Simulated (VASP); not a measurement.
**TiSn2GeSe6: single point with PBE**

The system is TiSn2GeSe6.

```xyz
10
Lattice="0.0000 5.0301 5.0301 5.0301 0.0000 5.0301 5.0301 5.0301 0.0000" Properties=species:S:1:pos:R:3 pbc="T T T"
Ti    0.0000    0.0000    0.0000
Sn    2.5150    2.5150    2.5150
Sn    7.5451    7.5451    7.5451
Ge    5.0301    5.0301    5.0301
Se    2.4922    5.0301    5.0301
Se    7.5680    5.0301    5.0301
Se    5.0301    2.4922    5.0301
Se    5.0301    7.5680    5.0301
Se    5.0301    5.0301    2.4922
Se    5.0301    5.0301    7.5680
```

```json
{
 "Program": "VASP 6.6.1",
 "Task": "single point",
 "Functional": "PBE",
 "Potentials or basis": "VASP PAW PBE potentials, release 64 (Ti_sv, Sn_d, Ge_d, Se)",
 "Cutoff": "520 eV",
 "k mesh": "4 × 4 × 4",
 "Occupations": "gaussian, width 0.1 eV",
 "Spin": "collinear spin, ferromagnetic start",
 "Starting moments": "[1.0, 0.0, 0.0, 0.0, 0.0, 0.0, 0.0, 0.0, 0.0, 0.0] μB",
 "Dipole correction": "no",
 "Further INCAR settings": "ALGO = Normal; EDIFF = 1e-07; NBANDS = 60"
}
```

```json
{
  "Pressure": "0.1 GPa",
  "Largest force": "0.005 eV/Å",
  "Band gap on the k mesh": "zero (filled and empty bands overlap)",
  "Net moment": "0.00 μB per cell",
  "Valence electrons inside the program's atomic spheres": "Ti 10.23; Sn 11.82; Ge 12.23; Se 3.82"
}
```

Forces on the atoms (eV/Å):
```
Ti   0.000  0.000  0.000
Sn   0.000  0.000  0.000
Sn   0.000  0.000  0.000
Ge   0.000  0.000  0.000
Se   0.005  0.000  0.000
Se  -0.005  0.000  0.000
Se   0.000  0.005  0.000
Se   0.000 -0.005  0.000
Se   0.000  0.000  0.005
Se   0.000  0.000 -0.005
```

Levels at points of the mesh, in eV from the Fermi level:
Spin up:
```tsv
k point	band 42	band 43	band 44	band 45	band 46	band 47	band 48	band 49
(0.00, 0.00, 0.00)	-1.02	-0.98	0.42	0.42	0.42	0.50	0.50	0.50
(0.50, 0.00, 0.00)	-0.43	-0.39	-0.39	-0.35	0.18	0.38	0.90	0.90
(0.50, 0.50, 0.00)	-1.14	-1.07	-0.77	-0.77	0.39	0.60	0.67	0.87
```
Spin down:
| k point | band 43 | band 44 | band 45 | band 46 | band 47 | band 48 |
| --- | --- | --- | --- | --- | --- | --- |
| (0.00, 0.00, 0.00) | -0.98 | 0.42 | 0.42 | 0.42 | 0.50 | 0.50 |
| (0.50, 0.00, 0.00) | -0.39 | -0.39 | -0.35 | 0.18 | 0.38 | 0.90 |
| (0.50, 0.50, 0.00) | -1.07 | -0.77 | -0.77 | 0.39 | 0.60 | 0.67 |

Wall time 16 min on 1 thread of AMD EPYC 7R13, on a shared host, peak memory 0.6 GiB.

Caveat: spin-orbit coupling is left out, which moves the levels of the heavy elements.
